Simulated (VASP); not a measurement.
# Ti (Fm-3m) in VASP: a series of runs

Runs on Ti. Level: PBE. Tasks: single point, relaxation of cell and atoms.

Everything below comes from runs of VASP 6.6.1. Logs are shortened: lines on timing, memory, paths and dates and some standing lists are left out, and cuts for length are marked.

## 1. The cell of the first run

Symmetry: Fm-3m, No. 225, cubic system. Conventional cell: a = 3.081 Å, b = 3.081 Å, c = 3.081 Å, α = 90.00°, β = 90.00°, γ = 90.00°. Within 2.9 Å of Ti (site symmetry m-3m) lie 12 Ti at 2.18 Å.

## 2. Single point, PBE

The input, INCAR:

```
SYSTEM = Ti
  ALGO = Normal
  EDIFF = 1E-7
  ENCUT = 520
  GGA = PE
  ISIF = 2
  ISMEAR = -1
  LASPH = .True.
  LCHARG = .True.
  LELF = .True.
  LREAL = .False.
  LVHAR = .True.
  LWAVE = .False.
  NBANDS = 12
  NELM = 80
  PREC = Accurate
  SIGMA = 0.05
```

The input, KPOINTS:

```
k-points
0
Gamma
  21 21 21
  0 0 0
```

The input, POSCAR:

```
Ti
1.0
    0.0000000000      1.5407139906      1.5407139906
    1.5407139906      0.0000000000      1.5407139906
    1.5407139906      1.5407139906      0.0000000000
Ti
1
Direct
    0.0000000000      0.0000000000      0.0000000000
```

Potentials or basis: VASP PAW PBE potentials, release 64 (Ti_sv).

The run is started by

```bash
$ cat potpaw_PBE.64/Ti_sv/POTCAR > POTCAR
$ mpirun -np 1 vasp_std > vasp.out
```

OUTCAR:

```text
SYSTEM = Ti
   EDIFF = 1E-7
   ENCUT = 520
   GGA = PE
   ISIF = 2
   ISMEAR = -1
   LASPH = .True.
   LREAL = .False.
   NELM = 80
   PREC = Accurate

 ion  position               nearest neighbor table
   1  0.000  0.000  0.000-

  LATTYP: Found a face centered cubic cell.
 ALAT       =     3.0814279812

  Lattice vectors:

 A1 = (   0.0000000000,   1.5407139906,   1.5407139906)
 A2 = (   1.5407139906,   0.0000000000,   1.5407139906)
 A3 = (   1.5407139906,   1.5407139906,   0.0000000000)

Analysis of symmetry for initial positions (statically):
=====================================================================
 Subroutine PRICEL returns:
 Original cell was already a primitive cell.

 Routine SETGRP: Setting up the symmetry group for a
 face centered cubic supercell.

 Subroutine GETGRP returns: Found 48 space group operations
 (whereof 48 operations were pure point group operations)
 out of a pool of 48 trial point group operations.

The static configuration has the point symmetry O_h .

Analysis of symmetry for dynamics (positions and initial velocities):
=====================================================================
 Subroutine PRICEL returns:
 Original cell was already a primitive cell.

 Routine SETGRP: Setting up the symmetry group for a
 face centered cubic supercell.

 Subroutine GETGRP returns: Found 48 space group operations
 (whereof 48 operations were pure point group operations)
 out of a pool of 48 trial point group operations.

The dynamic configuration has the point symmetry O_h .

 Subroutine INISYM returns: Found 48 space group operations
 (whereof 48 operations are pure point group operations),
 and found     1 'primitive' translations

----------------------------------------------------------------------------------------

                                     Primitive cell

  volume of cell :       7.3147

  direct lattice vectors                    reciprocal lattice vectors
     0.000000000  1.540713991  1.540713991    -0.324524865  0.324524865  0.324524865
     1.540713991  0.000000000  1.540713991     0.324524865 -0.324524865  0.324524865
     1.540713991  1.540713991  0.000000000     0.324524865  0.324524865 -0.324524865

  length of vectors
     2.178898621  2.178898621  2.178898621     0.562093555  0.562093555  0.562093555

  position of ions in fractional coordinates (direct lattice)
     0.000000000  0.000000000  0.000000000

  ion indices of the primitive-cell ions
   primitive index   ion index
                 1           1

----------------------------------------------------------------------------------------

 KPOINTS: k-points

Automatic generation of k-mesh.
 Grid dimensions read from file:
 generate k-points for:   21   21   21

 Generating k-lattice:

  Cartesian coordinates                     Fractional coordinates (reciprocal lattice)
    -0.015453565  0.015453565  0.015453565     0.047619048  0.000000000  0.000000000
     0.015453565 -0.015453565  0.015453565     0.000000000  0.047619048  0.000000000
     0.015453565  0.015453565 -0.015453565     0.000000000  0.000000000  0.047619048

  Length of vectors
     0.026766360  0.026766360  0.026766360

  Shift w.r.t. Gamma in fractional coordinates (k-lattice)
     0.000000000  0.000000000  0.000000000

 Subroutine IBZKPT returns following result:
 ===========================================

 Found    286 irreducible k-points:

 Following reciprocal coordinates:
            Coordinates               Weight
  0.000000  0.000000  0.000000      1.000000
  0.047619  0.000000  0.000000      8.000000
  0.095238  0.000000  0.000000      8.000000
  0.142857  0.000000  0.000000      8.000000
  0.190476  0.000000  0.000000      8.000000
  0.238095  0.000000  0.000000      8.000000
[... 16 lines left out ...]
 -0.428571  0.047619  0.000000     24.000000
 -0.380952  0.047619  0.000000     24.000000
 [... further k-points ...]
   k-points           NKPTS =    286   k-points in BZ     NKDIM =    286   number of bands    NBANDS=     12
   number of dos      NEDOS =    301   number of ions     NIONS =      1
   total plane-waves  NPLWV =   4096
   dimension x,y,z NGX =    16 NGY =   16 NGZ =   16
   dimension x,y,z NGXF=    32 NGYF=   32 NGZF=   32
   ions per type =               1
   NGX,Y,Z   is equivalent  to a cutoff of  12.21, 12.21, 12.21 a.u.
   NGXF,Y,Z  is equivalent  to a cutoff of  24.42, 24.42, 24.42 a.u.
 SYSTEM =  Ti
   PREC   = accura    normal or accurate (medium, high low for compatibility)
   ISTART =      0    job   : 0-new  1-cont  2-samecut
   ICHARG =      2    charge: 1-file 2-atom 10-const
   ISPIN  =      1    spin polarized calculation?
   LNONCOLLINEAR =      F non collinear calculations
   LSORBIT =      F    spin-orbit coupling
   LASPH  =      T    aspherical Exc in radial PAW
   ENCUT  =  520.0 eV  38.22 Ry    6.18 a.u.   4.05  4.05  4.05*2*pi/ulx,y,z
   NELM   =     80;   NELMIN=  2; NELMDL= -5     # of ELM steps
   EDIFF  = 0.1E-06   stopping-criterion for ELM
   LREAL  =      F    real-space projection
   EDIFFG = 0.1E-05   stopping-criterion for IOM
   NSW    =      0    number of steps for IOM
   IBRION =     -1    ionic relax: 0-MD 1-quasi-New 2-CG
   NFREE  =      0    steps in history (QN), initial steepest desc. (CG)
   ISIF   =      2    stress and relaxation
   ISYM   =      2    0-nonsym 1-usesym 2-fastsym
   POTIM  = 0.5000    time-step for ionic-motion
   TEBEG  =    0.0;   TEEND  =   0.0 temperature during run
   PSTRESS=    0.0 pullay stress
   NELECT =      12.0000    total number of electrons
   NUPDOWN=      -1.0000    fix difference up-down
   EMIN   =  10.00;   EMAX   =-10.00  energy-range for DOS
   EFERMI =   0.00;   METHOD = LEGACY
   ISMEAR =    -1;   SIGMA  =   0.05  broadening in eV -4-tet -1-fermi 0-gaus
   EFERMI_NEDOS =   21; number of points for ismear=-14 and -15
   IALGO  =     38    algorithm
   IMIX   =      4    mixing-type and parameters
     AMIX     =   0.40;   BMIX     =  1.00
     AMIX_MAG =   1.60;   BMIX_MAG =  1.00
  volume/ion in A,a.u.               =       7.31        49.36
  Fermi-wavevector in a.u.,A,eV,Ry     =   1.930797  3.648677 50.722193  3.727976
  Thomas-Fermi vector in A             =   2.962935
   LORBIT       =      0    0 simple, 1 ext, 2 COOP (PROOUT), +10 PAW based schemes
   GGA     = PE    functional components
   LHFCALC =     F    Hartree Fock is set to
   AEXX    =    0.0000 exact exchange contribution
   IVDW    =     0    specifies the selected vdW correction
   LEPSILON=     F    determine dielectric tensor
   LRPA    =     F    only Hartree local field effects (RPA)
 non-spin polarized calculation
  energy-cutoff  :      520.00
  volume of cell :        7.31
 maximum number of plane-waves:       204
   NGX =  9   NGY =  9   NGZ =  9

 number of electron      11.9999994 magnetization

 Free energy of the ion-electron system (eV)
  ---------------------------------------------------
  ext. energy  EPLUGINS =         0.00000000
  ---------------------------------------------------
  free energy    TOTEN  =        -1.70906025 eV

  energy without entropy =       -1.70452836  energy(sigma->0) =       -1.70679430

 E-fermi :  21.3170     XC(G=0): -16.3085

 val. band max:       21.3090111240   @ k =  -0.2381   0.3333   0.1429
 cond. band min:      21.3355405107   @ k =   0.3333   0.0952   0.0000
 fundamental gap:      0.0265293867
 Fermi energy:        21.3170087213

 k-point     1 :       0.0000    0.0000    0.0000
  band No.  band energies     occupation
      1     -37.0217      2.00000
      2      -8.2970      2.00000
      3      -8.2970      2.00000
      4      -8.2970      2.00000
      5      16.4104      2.00000
      6      21.6063      0.00613
      7      21.6063      0.00613
      8      21.6063      0.00613
      9      26.3991      0.00000
     10      26.3991      0.00000
     11      41.3145      0.00000
     12      51.1021      0.00000

 k-point     2 :       0.0476    0.0000    0.0000
  band No.  band energies     occupation
      1     -36.9769      2.00000
      2      -8.4759      2.00000
      3      -8.3160      2.00000
      4      -8.3160      2.00000
      5      16.6053      2.00000
      6      21.4883      0.06305
      7      21.6861      0.00124
      8      21.6861      0.00124
      9      26.3247      0.00000
     10      26.3247      0.00000
     11      41.6354      0.00000
     12      50.2092      0.00000

 k-point     3 :       0.0952    0.0000    0.0000
  band No.  band energies     occupation
      1     -36.8448      2.00000
      2      -8.9865      2.00000
      3      -8.3708      2.00000
      4      -8.3708      2.00000
      5      17.1256      2.00000
      6      21.2134      1.77626
      7      21.9021      0.00002
      8      21.9021      0.00002
      9      26.1396      0.00000
     10      26.1396      0.00000
     11      42.5213      0.00000
     12      48.4657      0.00000
[... 286 lines left out ...]
 k-point    23 :      -0.4286    0.0476    0.0000
  band No.  band energies     occupation
      1     -34.6572      2.00000
      2     -15.1362      2.00000
      3      -9.2301      2.00000
      4      -9.0594      2.00000
      5      16.2020      2.00000
      6      20.9988      1.99656
      7      21.2695      1.44239
      8      27.5745      0.00000
      9      29.2156      0.00000
     10      30.6834      0.00000
     11      41.1699      0.00000
     12      45.1103      0.00000

 k-point    24 :      -0.3810    0.0476    0.0000
  band No.  band energies     occupation
      1     -34.8632      2.00000
      2     -14.6630      2.00000
      3      -9.2022      2.00000
      4      -8.9788      2.00000
      5      16.4304      2.00000
      6      21.2304      1.69935
      7      21.4344      0.17441
      8      26.7638      0.00000
      9      28.4767      0.00000
     10      30.0933      0.00000
     11      40.9766      0.00000
     12      46.4757      0.00000

 [... further k-points ...]

------------------------ aborting loop because EDIFF is reached ----------------------------------------

  FORCE on cell =-STRESS in cart. coord.  units (eV):
  Direction    XX          YY          ZZ          XY          YZ          ZX
  --------------------------------------------------------------------------------------
  -------------------------------------------------------------------------------------
  Total       16.3745319     16.3745319     16.3745319      0.0000000     -0.0000000      0.0000000
  in kB     3586.6037781   3586.6037781   3586.6037781      0.0000000     -0.0000000      0.0000000
  external PRESSURE =    3586.6037781 kB  Pullay stress =       0.0000000 kB

 VOLUME and BASIS-vectors are now :
 -----------------------------------------------------------------------------
  energy-cutoff  :      520.00
  volume of cell :        7.31
      direct lattice vectors                 reciprocal lattice vectors
     0.000000000  1.540713991  1.540713991    -0.324524865  0.324524865  0.324524865
     1.540713991  0.000000000  1.540713991     0.324524865 -0.324524865  0.324524865
     1.540713991  1.540713991  0.000000000     0.324524865  0.324524865 -0.324524865

 POSITION                                       TOTAL-FORCE (eV/Angst)
 -----------------------------------------------------------------------------------
      0.00000      0.00000      0.00000         0.000000     -0.000000     -0.000000
 -----------------------------------------------------------------------------------
    total drift:                               -0.000000      0.000000     -0.000000

  FREE ENERGIE OF THE ION-ELECTRON SYSTEM (eV)
  ---------------------------------------------------
  free  energy   TOTEN  =        -1.7090602488 eV

  energy  without entropy=       -1.7045283581  energy(sigma->0) =       -1.70679430
```

Run time: 47 s. Hardware: 1 thread of AMD EPYC 7R13, shared host; peak memory 0.1 GiB.

Results:

| Quantity | Value |
| --- | --- |
| Free energy | -1.7091 eV |
| Pressure | 358.7 GPa |
| Band gap on the k mesh | zero (band 6 reaches 22.31 eV, above the bottom of band 7 at 20.88 eV) |

Levels at points of the mesh, in eV from the Fermi level:
| k point | band 2 | band 3 | band 4 | band 5 | band 6 | band 7 | band 8 | band 9 | band 10 | band 11 |
| --- | --- | --- | --- | --- | --- | --- | --- | --- | --- | --- |
| (0.00, 0.00, 0.00) | -29.61 | -29.61 | -29.61 | -4.91 | 0.29 | 0.29 | 0.29 | 5.08 | 5.08 | 20.00 |

## 3. Single point, PBE

This run uses another cell than the first one, of 17.39 Å³/atom, 2.377 times its volume.

The input, INCAR:

```
ALGO = Normal ; EDIFF = 1E-6
ENCUT = 520 ; GGA = PE
ISIF = 2 ; ISMEAR = -1
LASPH = True ; LCHARG = False
LREAL = False ; LWAVE = False
NBANDS = 12 ; NELM = 100
PREC = Accurate ; SIGMA = 0.05
```

The input, KPOINTS:

```
k-points
0
Gamma
  17 17 17
```

The input, POSCAR:

```
Ti
1.0
    0.0000000000      2.0562066004      2.0562066004
    2.0562066004      0.0000000000      2.0562066004
    2.0562066004      2.0562066004      0.0000000000
Ti
1
Direct
    0.0000000000      0.0000000000      0.0000000000
```

Potentials or basis: VASP PAW PBE potentials, release 64 (Ti_sv).

The run is started by

```bash
$ cat potpaw_PBE.64/Ti_sv/POTCAR > POTCAR
$ mpirun -np 1 vasp_std > vasp.out
```

Run time: 73 s. Hardware: 1 thread of AMD EPYC 7R13, shared host; peak memory 0.13 GiB.

It converged, with:

- Free energy: -7.7850 eV
- Pressure: -0.3 GPa
- Band gap on the k mesh: zero (band 6 reaches 9.08 eV, above the bottom of band 7 at 7.74 eV)

Levels at points of the mesh, in eV from the Fermi level:
| k point | band 2 | band 3 | band 4 | band 5 | band 6 | band 7 | band 8 | band 9 | band 10 | band 11 |
| --- | --- | --- | --- | --- | --- | --- | --- | --- | --- | --- |
| (0.00, 0.00, 0.00) | -32.58 | -32.58 | -32.58 | -6.10 | 0.87 | 0.87 | 0.87 | 2.50 | 2.50 | 15.24 |

[end of part 1 of 2]
